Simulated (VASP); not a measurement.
# Ru (Im-3m) in VASP: further runs

Runs on Ru. Level: PBEsol. Tasks: relaxation of cell and atoms, single point.

Program: VASP 6.6.1. These are calculated values, not measurements. Logs are shortened: lines on timing, memory, paths and dates and some standing lists are left out, and cuts for length are marked.

### 1 The cell of the first run

Symmetry: Im-3m, No. 229, cubic system. Conventional cell: a = 3.018 Å, b = 3.018 Å, c = 3.018 Å, α = 90.00°, β = 90.00°, γ = 90.00°. Ru (site symmetry m-3m) has 14 Ru at 2.61 to 3.02 Å within 3.4 Å.

### 2 Relaxation of cell and atoms, PBEsol

The input, INCAR:

```
PREC = Accurate
ENCUT = 600
EDIFF = 1E-7
ISMEAR = 0
SIGMA = 0.1
LREAL = False
LASPH = True
NELM = 60
ALGO = Fast
ISIF = 3
LWAVE = False
LCHARG = False
GGA = PS
IBRION = 2
NSW = 80
EDIFFG = -0.01
```

The input, KPOINTS:

```
Automatic mesh
0
Gamma
  20 20 20
```

The input, POSCAR:

```
Ru
1.0
   -1.5090863515      1.5090863515      1.5090863515
    1.5090863515     -1.5090863515      1.5090863515
    1.5090863515      1.5090863515     -1.5090863515
Ru
1
Direct
    0.0000000000      0.0000000000      0.0000000000
```

Potentials or basis: VASP PAW PBE potentials, release 64 (Ru_pv).

Started as:

```
$ cat potpaw_PBE.64/Ru_pv/POTCAR > POTCAR
$ mpirun -np 1 vasp_std > vasp.out
```

OUTCAR:

```text
PREC = Accurate
   ENCUT = 600
   EDIFF = 1E-7
   ISMEAR = 0
   LREAL = False
   LASPH = True
   NELM = 60
   ISIF = 3
   GGA = PS
   IBRION = 2
   NSW = 80
   EDIFFG = -0.01

 ion  position               nearest neighbor table
   1  0.000  0.000  0.000-

  LATTYP: Found a body centered cubic cell.
 ALAT       =     3.0181727030

  Lattice vectors:

 A1 = (  -1.5090863515,   1.5090863515,   1.5090863515)
 A2 = (   1.5090863515,  -1.5090863515,   1.5090863515)
 A3 = (   1.5090863515,   1.5090863515,  -1.5090863515)

Analysis of symmetry for initial positions (statically):
=====================================================================
 Subroutine PRICEL returns:
 Original cell was already a primitive cell.

 Routine SETGRP: Setting up the symmetry group for a
 body centered cubic supercell.

 Subroutine GETGRP returns: Found 48 space group operations
 (whereof 48 operations were pure point group operations)
 out of a pool of 48 trial point group operations.

The static configuration has the point symmetry O_h .

Analysis of symmetry for dynamics (positions and initial velocities):
=====================================================================
 Subroutine PRICEL returns:
 Original cell was already a primitive cell.

 Routine SETGRP: Setting up the symmetry group for a
 body centered cubic supercell.

 Subroutine GETGRP returns: Found 48 space group operations
 (whereof 48 operations were pure point group operations)
 out of a pool of 48 trial point group operations.

The dynamic configuration has the point symmetry O_h .

 Subroutine INISYM returns: Found 48 space group operations
 (whereof 48 operations are pure point group operations),
 and found     1 'primitive' translations

----------------------------------------------------------------------------------------

                                     Primitive cell

  volume of cell :      13.7468

  direct lattice vectors                    reciprocal lattice vectors
    -1.509086351  1.509086351  1.509086351     0.000000000  0.331326302  0.331326302
     1.509086351 -1.509086351  1.509086351     0.331326302  0.000000000  0.331326302
     1.509086351  1.509086351 -1.509086351     0.331326302  0.331326302  0.000000000

  length of vectors
     2.613814234  2.613814234  2.613814234     0.468566150  0.468566150  0.468566150

  position of ions in fractional coordinates (direct lattice)
     0.000000000  0.000000000  0.000000000

  ion indices of the primitive-cell ions
   primitive index   ion index
                 1           1

----------------------------------------------------------------------------------------

 KPOINTS: Automatic mesh

Automatic generation of k-mesh.
 Grid dimensions read from file:
 generate k-points for:   20   20   20

 Generating k-lattice:

  Cartesian coordinates                     Fractional coordinates (reciprocal lattice)
     0.000000000  0.016566315  0.016566315     0.050000000  0.000000000  0.000000000
     0.016566315  0.000000000  0.016566315     0.000000000  0.050000000  0.000000000
     0.016566315  0.016566315  0.000000000     0.000000000  0.000000000  0.050000000

  Length of vectors
     0.023428307  0.023428307  0.023428307

  Shift w.r.t. Gamma in fractional coordinates (k-lattice)
     0.000000000  0.000000000  0.000000000

 Subroutine IBZKPT returns following result:
 ===========================================

 Found    256 irreducible k-points:

 Following reciprocal coordinates:
            Coordinates               Weight
  0.000000  0.000000  0.000000      1.000000
  0.050000  0.000000  0.000000     12.000000
  0.100000  0.000000  0.000000     12.000000
  0.150000  0.000000  0.000000     12.000000
  0.200000  0.000000  0.000000     12.000000
  0.250000  0.000000  0.000000     12.000000
[... 16 lines left out ...]
  0.200000  0.100000 -0.000000     48.000000
  0.250000  0.100000  0.000000     48.000000
 [... further k-points ...]
   k-points           NKPTS =    256   k-points in BZ     NKDIM =    256   number of bands    NBANDS=     11
   number of dos      NEDOS =    301   number of ions     NIONS =      1
   total plane-waves  NPLWV =  13824
   dimension x,y,z NGX =    24 NGY =   24 NGZ =   24
   dimension x,y,z NGXF=    48 NGYF=   48 NGZF=   48
   ions per type =               1
   NGX,Y,Z   is equivalent  to a cutoff of  15.26, 15.26, 15.26 a.u.
   NGXF,Y,Z  is equivalent  to a cutoff of  30.53, 30.53, 30.53 a.u.
 SYSTEM =  unknown system
   PREC   = accura    normal or accurate (medium, high low for compatibility)
   ISTART =      0    job   : 0-new  1-cont  2-samecut
   ICHARG =      2    charge: 1-file 2-atom 10-const
   ISPIN  =      1    spin polarized calculation?
   LNONCOLLINEAR =      F non collinear calculations
   LSORBIT =      F    spin-orbit coupling
   LASPH  =      T    aspherical Exc in radial PAW
   ENCUT  =  600.0 eV  44.10 Ry    6.64 a.u.   5.22  5.22  5.22*2*pi/ulx,y,z
   NELM   =     60;   NELMIN=  2; NELMDL= -5     # of ELM steps
   EDIFF  = 0.1E-06   stopping-criterion for ELM
   LREAL  =      F    real-space projection
   EDIFFG = -.1E-01   stopping-criterion for IOM
   NSW    =     80    number of steps for IOM
   IBRION =      2    ionic relax: 0-MD 1-quasi-New 2-CG
   NFREE  =      1    steps in history (QN), initial steepest desc. (CG)
   ISIF   =      3    stress and relaxation
   ISYM   =      2    0-nonsym 1-usesym 2-fastsym
   POTIM  = 0.5000    time-step for ionic-motion
   TEBEG  =    0.0;   TEEND  =   0.0 temperature during run
   PSTRESS=    0.0 pullay stress
   NELECT =      14.0000    total number of electrons
   NUPDOWN=      -1.0000    fix difference up-down
   EMIN   =  10.00;   EMAX   =-10.00  energy-range for DOS
   EFERMI =   0.00;   METHOD = LEGACY
   ISMEAR =     0;   SIGMA  =   0.10  broadening in eV -4-tet -1-fermi 0-gaus
   EFERMI_NEDOS =   21; number of points for ismear=-14 and -15
   IALGO  =     68    algorithm
   IMIX   =      4    mixing-type and parameters
     AMIX     =   0.40;   BMIX     =  1.00
     AMIX_MAG =   1.60;   BMIX_MAG =  1.00
  volume/ion in A,a.u.               =      13.75        92.77
  Fermi-wavevector in a.u.,A,eV,Ry     =   1.647088  3.112545 36.911222  2.712898
  Thomas-Fermi vector in A             =   2.736606
   LORBIT       =      0    0 simple, 1 ext, 2 COOP (PROOUT), +10 PAW based schemes
   GGA     = PS    functional components
   LHFCALC =     F    Hartree Fock is set to
   AEXX    =    0.0000 exact exchange contribution
   IVDW    =     0    specifies the selected vdW correction
   LEPSILON=     F    determine dielectric tensor
   LRPA    =     F    only Hartree local field effects (RPA)
 conjugate gradient relaxation of ions
 non-spin polarized calculation
 RMM-DIIS sequential band-by-band and
 Gauss-broadening in eV      SIGMA  =   0.10
  energy-cutoff  :      600.00
  volume of cell :       13.75
 maximum number of plane-waves:       472
 NGX is ok and might be reduce to    24
   NGX = 11   NGY = 11   NGZ = 11

--------------------------------------- Ionic step        1  -------------------------------------------

 number of electron      13.9999997 magnetization

 Free energy of the ion-electron system (eV)
  ---------------------------------------------------
  ext. energy  EPLUGINS =         0.00000000
  ---------------------------------------------------
  free energy    TOTEN  =        -9.51004941 eV

  energy without entropy =       -9.49966697  energy(sigma->0) =       -9.50485819

------------------------ aborting loop because EDIFF is reached ----------------------------------------

  FORCE on cell =-STRESS in cart. coord.  units (eV):
  Direction    XX          YY          ZZ          XY          YZ          ZX
  --------------------------------------------------------------------------------------
  -------------------------------------------------------------------------------------
  Total       -0.0101924     -0.0101924     -0.0101924      0.0000000      0.0000000      0.0000000
  in kB       -1.1879181     -1.1879181     -1.1879181      0.0000000      0.0000000      0.0000000
  external PRESSURE =      -1.1879181 kB  Pullay stress =       0.0000000 kB
[... 55 lines left out ...]
  energy  without entropy=       -9.4996623419  energy(sigma->0) =       -9.50484309

--------------------------------------- Ionic step        3  -------------------------------------------

 number of electron      13.9999997 magnetization

 Free energy of the ion-electron system (eV)
  ---------------------------------------------------
  ext. energy  EPLUGINS =         0.00000000
  ---------------------------------------------------
  free energy    TOTEN  =        -9.51004911 eV

  energy without entropy =       -9.49966978  energy(sigma->0) =       -9.50485945

 E-fermi :  12.6342     XC(G=0): -14.1945

 val. band max:       12.6321985844   @ k =   0.4000   0.1500   0.0500
 cond. band min:      12.6398880079   @ k =   0.1500   0.0500   0.0000
 fundamental gap:      0.0076894235
 Fermi energy:        12.6341671614

 k-point     1 :       0.0000    0.0000    0.0000
  band No.  band energies     occupation
      1     -29.8773      2.00000
      2     -29.8773      2.00000
      3     -29.8773      2.00000
      4       4.4804      2.00000
      5       9.7645      2.00000
      6       9.7645      2.00000
      7       9.7645      2.00000
      8      12.5388      1.82241
      9      12.5388      1.82241
     10      23.0171      0.00000
     11      29.7578      0.00000
[... 309 lines left out ...]
 k-point    24 :       0.2500    0.1000    0.0000
  band No.  band energies     occupation
      1     -30.5850      2.00000
      2     -30.1135      2.00000
      3     -29.9165      2.00000
      4       6.9456      2.00000
      5       8.5713      2.00000
      6       9.8547      2.00000
      7      12.0049      2.00000
      8      12.9292      0.00003
      9      13.5150      0.00000
     10      23.0160      0.00000
     11      27.7074      0.00000

 [... further k-points ...]
[... 5 lines left out ...]
  --------------------------------------------------------------------------------------
  -------------------------------------------------------------------------------------
  Total        0.0055116      0.0055116      0.0055116      0.0000000      0.0000000     -0.0000000
  in kB        0.6425222      0.6425222      0.6425222      0.0000000      0.0000000     -0.0000000
  external PRESSURE =       0.6425222 kB  Pullay stress =       0.0000000 kB
[... 16 lines left out ...]
  FREE ENERGIE OF THE ION-ELECTRON SYSTEM (eV)
  ---------------------------------------------------
  free  energy   TOTEN  =        -9.5100491081 eV

  energy  without entropy=       -9.4996697848  energy(sigma->0) =       -9.50485945

 reached required accuracy - stopping structural energy minimisation
```

Run time: 65 s. Hardware: 1 thread of Intel Xeon Platinum 8488C (Sapphire Rapids), shared host; peak memory 0.18 GiB.

What came out:

| Item | Value |
| --- | --- |
| Free energy | -9.5100 eV |
| Relaxed volume | 13.74 Å³/atom |
| Relaxed cell | a = 2.614 Å, b = 2.614 Å, c = 2.614 Å, α = 109.47°, β = 109.47°, γ = 109.47° |
| Space group after relaxing (to 0.05 Å) | Im-3m (No. 229) |
| Energy gained by relaxing | 0.0 meV/atom |
| Ionic steps | 3 |
| Pressure after relaxing | 0.1 GPa |
| Band gap on the k mesh | zero (band 7 reaches 14.52 eV, above the bottom of band 8 at 10.82 eV) |

Final structure:
```cif
data_structure
_symmetry_space_group_name_H-M 'P 1'
_symmetry_Int_Tables_number 1
_cell_length_a 2.6136
_cell_length_b 2.6136
_cell_length_c 2.6136
_cell_angle_alpha 109.471
_cell_angle_beta 109.471
_cell_angle_gamma 109.471
_cell_volume 13.74
loop_
_atom_site_label
_atom_site_type_symbol
_atom_site_fract_x
_atom_site_fract_y
_atom_site_fract_z
_atom_site_occupancy
Ru1 Ru 0.00000 0.00000 0.00000 1
```

Levels at points of the mesh, in eV from the Fermi level:
```
           k point  band 4  band 5  band 6  band 7  band 8  band 9  band 10  band 11
(0.00, 0.00, 0.00)   -8.15   -2.87   -2.87   -2.87   -0.10   -0.10    10.38    17.12
(0.50, 0.00, 0.00)   -6.33   -4.67   -0.11    0.38    1.15    2.52    10.29    10.50
(0.50, 0.50, 0.50)   -6.44   -6.44    1.89    1.89    1.89    9.36     9.36     9.36
```

Caveat: the PAW data sets were made with another functional, which shifts forces and pressure a little.

### 3 Single point, PBEsol

This run uses another cell than the first one, of 13.27 Å³/atom, 0.965 times its volume.

The input, INCAR:

```
PREC = Accurate ; ENCUT = 520
EDIFF = 1E-6 ; ISMEAR = 0
SIGMA = 0.1 ; LREAL = F
LASPH = T ; NELM = 80
ALGO = Normal ; ISIF = 2
LWAVE = F ; LCHARG = F
GGA = PS ; NBANDS = 13
```

The input, KPOINTS:

```
regular mesh
0
Gamma
  8 8 8
```

The input, POSCAR:

```
Ru
1.0
   -1.4914141638      1.4914141638      1.4914141638
    1.4914141638     -1.4914141638      1.4914141638
    1.4914141638      1.4914141638     -1.4914141638
Ru
1
Direct
    0.0000000000      0.0000000000      0.0000000000
```

Potentials or basis: VASP PAW PBE potentials, release 64 (Ru_pv).

Started as:

```
$ cat potpaw_PBE.64/Ru_pv/POTCAR > POTCAR
$ mpirun -np 1 vasp_std > vasp.out
```

Wall time 5.2 s (1 thread of AMD EPYC 7R43 (Zen 3), shared host); peak memory 0.08 GiB.

It converged, with:

| Item | Value |
| --- | --- |
| Free energy | -9.5221 eV |
| Pressure | 11.6 GPa |
| Band gap on the k mesh | zero (band 7 reaches 15.28 eV, above the bottom of band 8 at 11.84 eV) |

Levels at points of the mesh, in eV from the Fermi level:
| k point | band 4 | band 5 | band 6 | band 7 | band 8 | band 9 | band 10 | band 11 |
| --- | --- | --- | --- | --- | --- | --- | --- | --- |
| (0.00, 0.00, 0.00) | -8.43 | -3.08 | -3.08 | -3.08 | -0.16 | -0.16 | 10.28 | 17.09 |
| (0.50, 0.00, 0.00) | -6.69 | -4.98 | -0.16 | 0.36 | 1.13 | 2.61 | 10.26 | 10.83 |
| (0.50, 0.50, 0.50) | -6.83 | -6.83 | 1.93 | 1.93 | 1.93 | 9.51 | 9.51 | 9.51 |

Caveat: the k points lie up to 0.37 Å⁻¹ apart; the PAW data sets were made with another functional, which shifts forces and pressure a little.

### 4 Single point, PBEsol

The input, INCAR:

```
PREC     = Accurate       # precision mode
ENCUT    = 520            # plane-wave cutoff, eV
EDIFF    = 1E-7           # SCF threshold, eV
ISMEAR   = 0              # smearing method
SIGMA    = 0.1            # smearing width, eV
LREAL    = False          # projectors in reciprocal space
LASPH    = True           # aspherical terms in the spheres
NELM     = 60             # most SCF steps
ALGO     = Normal         # electronic algorithm
ISIF     = 2              # what is computed and relaxed
LWAVE    = False          # write WAVECAR
LCHARG   = False          # write CHGCAR
GGA      = PS             # functional
NBANDS   = 13             # bands
```

The input, KPOINTS:

```
regular mesh
0
Gamma
  10 10 10
```

The input, POSCAR:

```
Ru
1.0
   -1.5090863515      1.5090863515      1.5090863515
    1.5090863515     -1.5090863515      1.5090863515
    1.5090863515      1.5090863515     -1.5090863515
Ru
1
Direct
    0.0000000000      0.0000000000      0.0000000000
```

Started as:

```
$ cat potpaw_PBE.64/Ru_pv/POTCAR > POTCAR
$ mpirun -np 1 vasp_std > vasp.out
```

Run time: 9.7 s. Hardware: 1 thread of AMD EPYC 7R43 (Zen 3), shared host; peak memory 0.09 GiB.

It converged, with:

* Free energy: -9.5114 eV
* Pressure: -0.1 GPa
* Band gap on the k mesh: zero (band 7 reaches 14.52 eV, above the bottom of band 8 at 11.15 eV)

Levels at points of the mesh, in eV from the Fermi level:
```
           k point  band 5  band 6  band 7  band 8  band 9  band 10
(0.00, 0.00, 0.00)   -2.85   -2.85   -2.85   -0.08   -0.08    10.40
(0.50, 0.00, 0.00)   -4.65   -0.09    0.40    1.17    2.54    10.31
(0.50, 0.50, 0.50)   -6.42    1.91    1.91    1.91    9.37     9.37
```

Caveat: the PAW data sets were made with another functional, which shifts forces and pressure a little.

### 5 Overview

```csv
task,cell,k mesh,cutoff (eV),gap on the mesh (eV),pressure (GPa)
relaxation of cell and atoms,"relaxed from a = 2.614 Å, angles 109.5°, 1 atom",20 × 20 × 20,600,none,0.1
single point,"a = 2.583 Å, angles 109.5°, 1 atom",8 × 8 × 8,520,none,11.6
single point,"a = 2.614 Å, angles 109.5°, 1 atom",10 × 10 × 10,520,none,-0.1
```

Alike in all rows: level PBEsol; potentials or basis VASP PAW PBE potentials, release 64 (Ru_pv); no spin polarisation; smearing gaussian 0.1 eV.

Caveats: some runs use coarse meshes; the PAW data sets were made with another functional, which shifts forces and pressure a little.

Absolute energies hang on the potentials; compare differences alone.
